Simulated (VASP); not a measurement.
Crystal: Li2S.

```xyz
3
Lattice="0.0000 2.8453 2.8453 2.8453 0.0000 2.8453 2.8453 2.8453 0.0000" Properties=species:S:1:pos:R:3 pbc="T T T"
Li    1.4226    1.4226    1.4226
Li    4.2679    4.2679    4.2679
S     0.0000    0.0000    0.0000
```

Base run:

- Program: VASP 6.6.1
- Functional: r2SCAN
- Potentials or basis: VASP PAW PBE potentials, release 64 (Li_sv, S)
- Cutoff: 830 eV
- k mesh: 8 × 8 × 8
- Occupations: gaussian, width 0.01 eV
- Spin: no spin polarisation

Its results: band gap on the k mesh 3.86 eV (least direct gap 5.05 eV); pressure -0.2 GPa.

The run is repeated on the same cell with these changes: functional from r2SCAN to LDA; potentials or basis from VASP PAW PBE potentials, release 64 (Li_sv, S) to VASP PAW LDA potentials, release 64 (Li_sv, S); cutoff from 830 eV to 750 eV. What comes out?

Band gap on the k mesh 3.17 eV (least direct gap 4.08 eV); pressure -2.8 GPa.

Caveats: the PAW data sets were made with another functional, which shifts forces and pressure a little (at least some runs).

A k mesh can miss the band edges.
